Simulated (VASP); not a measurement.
A run of VASP 6.6.1 is set up as follows.

INCAR

```
  ALGO = Normal
  EDIFF = 1E-6
  ENCUT = 520
  GGA = PE
  ISIF = 2
  ISMEAR = 0
  LASPH = T
  LCHARG = F
  LREAL = F
  LWAVE = F
  NBANDS = 37
  NELM = 100
  PREC = Accurate
  SIGMA = 0.1
```

KPOINTS

```
k-points
0
Gamma
  6 6 2
```

The input POSCAR:

```
LiPS3
1.0
    1.8733732452     -6.0310033217      0.0000000000
    1.8733732452      6.0310033217      0.0000000000
    0.0000000000      0.0000000000      9.0847000637
Li P S
2 2 6
Direct
    0.2534900000      0.7465100000      0.7500000000
    0.7465100000      0.2534900000      0.2500000000
    0.0000000000      0.0000000000      0.5000000000
    0.0000000000      0.0000000000      0.0000000000
    0.6415000000      0.3585000000      0.5611000000
    0.3585000000      0.6415000000      0.0611000000
    0.3585000000      0.6415000000      0.4389000000
    0.6415000000      0.3585000000      0.9389000000
    0.9165000000      0.0835000000      0.7500000000
    0.0835000000      0.9165000000      0.2500000000
```

Potentials or basis: VASP PAW PBE potentials, release 64 (Li_sv, P, S).

Launch:

```sh
$ cat potpaw_PBE.64/Li_sv/POTCAR potpaw_PBE.64/P/POTCAR potpaw_PBE.64/S/POTCAR > POTCAR
$ mpirun -np 1 vasp_std > vasp.out
```

Task: Estimate the band gap on the k mesh.

Result: Zero (bands 26 and 27 overlap by 0.41 eV).

Task: What does it give for the largest force?

Result: 1.101 eV/Å.

Forces in eV/Å, atoms in the order of the input:
```
Li   0.000 -0.261  0.000
Li   0.000  0.261  0.000
P    0.000  0.000  0.000
P    0.000  0.000  0.000
S    0.000  1.015 -0.425
S    0.000 -1.015 -0.425
S    0.000 -1.015  0.425
S    0.000  1.015  0.425
S    0.000 -0.483  0.000
S    0.000  0.483  0.000
```

Caveat: semilocal functionals underestimate gaps, and a narrow one can read as zero; forces of over 1 eV/Å act on the atoms, so gaps and moduli don't describe the material at rest.
